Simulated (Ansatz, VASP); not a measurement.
One calculation of SnSe, two programs

```
Sn Se
1.0
     0.00000    2.94855    2.94855
     2.94855    0.00000    2.94855
     2.94855    2.94855    0.00000
Sn Se
1 1
Direct
  0.00000 0.00000 0.00000
  0.50000 0.50000 0.50000
```

Change from the starting cell: volume scaled by 0.94, crystal datasets.

Alike in both runs: task electric field gradients; functional PBEsol; k mesh 7 × 7 × 7; occupations fermi-dirac, width 0.01 eV; no spin polarisation.

```csv
,VASP,Ansatz
version,VASP 6.6.1,Ansatz 0.2.0
potentials or method,"VASP PAW PBE potentials, release 64 (Sn_d, Se), cutoff 520 eV","all-electron PAW with datasets made for the crystal, scalar-relativistic"
```

|  | VASP | Ansatz | Ansatz less VASP |
| --- | --- | --- | --- |
| pressure (GPa) | 1.5 | 1.5 | -0.04 |

VASP's potentials were made for PBE, not for PBEsol. Ansatz ran all-electron here, and VASP with PAW potentials.
